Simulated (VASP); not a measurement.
Wanted: the native input for a VASP 6.6.1 run.

| Item | Value |
| --- | --- |
| Task | single point |
| Functional | PBE |
| Potentials or basis | VASP PAW PBE potentials, release 64 (Ca_sv, O) |
| Cutoff | 520 eV |
| k mesh | 9 × 9 × 6 |
| Occupations | gaussian, width 0.05 eV |
| Spin | no spin polarisation |
| Dipole correction | no |
| Further INCAR settings | ALGO = Normal; EDIFF = 1e-07; NBANDS = 24 |

The structure of CaO lies in POSCAR:

```
CaO
1.0
    3.9919758245     -0.0399197583      0.0000000000
   -2.0305594370      3.4771123544      0.0000000000
    0.0000000000      0.0000000000      4.7848400100
Ca O
2 2
Direct
    0.3333333333      0.6666666667      0.7500000000
    0.6666666667      0.3333333333      0.2500000000
    0.3333333333      0.6666666667      0.2500000000
    0.6666666667      0.3333333333      0.7500000000
```

This cell differs from its parent crystal: strain -0.0200 x Voigt [0, 0, 0, 0, 0, 1].

One way to write it, as run:

INCAR

```
SYSTEM = CaO
  PREC = Accurate
  ENCUT = 520
  EDIFF = 1E-7
  ISMEAR = 0
  SIGMA = 0.05
  LREAL = .FALSE.
  LASPH = .TRUE.
  NELM = 60
  ALGO = Normal
  ISIF = 2
  LWAVE = .FALSE.
  LCHARG = .TRUE.
  GGA = PE
  LELF = .TRUE.
  LVHAR = .TRUE.
  NBANDS = 24
```

KPOINTS

```
Automatic mesh
0
G
  9 9 6
  0 0 0
```

Potentials or basis: VASP PAW PBE potentials, release 64 (Ca_sv, O).

Run with:

```sh
$ cat potpaw_PBE.64/Ca_sv/POTCAR potpaw_PBE.64/O/POTCAR > POTCAR
$ mpirun -np 1 vasp_std > vasp.out
```

Results of the run:

The pressure is 1.5 GPa. The largest force is 0.129 eV/Å. The band gap on the k mesh is 3.16 eV, direct.

Caveat: the cell differs from its parent crystal (strain -0.0200 x Voigt [0, 0, 0, 0, 0, 1]).

Wall time 6.2 min on 1 thread of Oxide Virtual Turin-like Processor, with other jobs on the host, peak memory 0.3 GiB.
